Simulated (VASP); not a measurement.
Here is a VASP 6.6.1 calculation.

The input INCAR:

```
SYSTEM = EuZn3
  ALGO = Normal
  EDIFF = 1E-6
  ENCUT = 520
  GGA = PS
  ISIF = 2
  ISMEAR = 0
  ISPIN = 2
  LASPH = .TRUE.
  LCHARG = .FALSE.
  LMAXMIX = 6
  LORBIT = 11
  LREAL = .FALSE.
  LWAVE = .FALSE.
  MAGMOM = 7.4 0 0 0
  NBANDS = 38
  NELM = 150
  PREC = Accurate
  SIGMA = 0.05
```

Contents of KPOINTS:

```
k-points
0
G
  8 8 8
  0 0 0
```

The input POSCAR:

```
EuZn3
1.0
    4.2426585914      0.0000000000      0.0000000000
    0.0000000000      4.2426585914      0.0000000000
    0.0000000000      0.0000000000      4.2426585914
Eu Zn
1 3
Direct
    0.0000000000      0.0000000000      0.0000000000
    0.0000000000      0.5000000000      0.5000000000
    0.5000000000      0.5000000000      0.0000000000
    0.5000000000      0.0000000000      0.5000000000
```

Potentials or basis: VASP PAW PBE potentials, release 64 (Eu, Zn).

Command:

```sh
$ cat potpaw_PBE.64/Eu/POTCAR potpaw_PBE.64/Zn/POTCAR > POTCAR
$ mpirun -np 1 vasp_std > vasp.out
```

(1) Estimate the site moments.

(2) Predict the pressure.

(3) What does it give for the net moment?

Answers

(1) Eu +6.58; Zn +0.06 μB.

(2) 2.4 GPa.

(3) 7.51 μB per cell.

Caveat: the PAW data sets were made with another functional, which shifts forces and pressure a little.
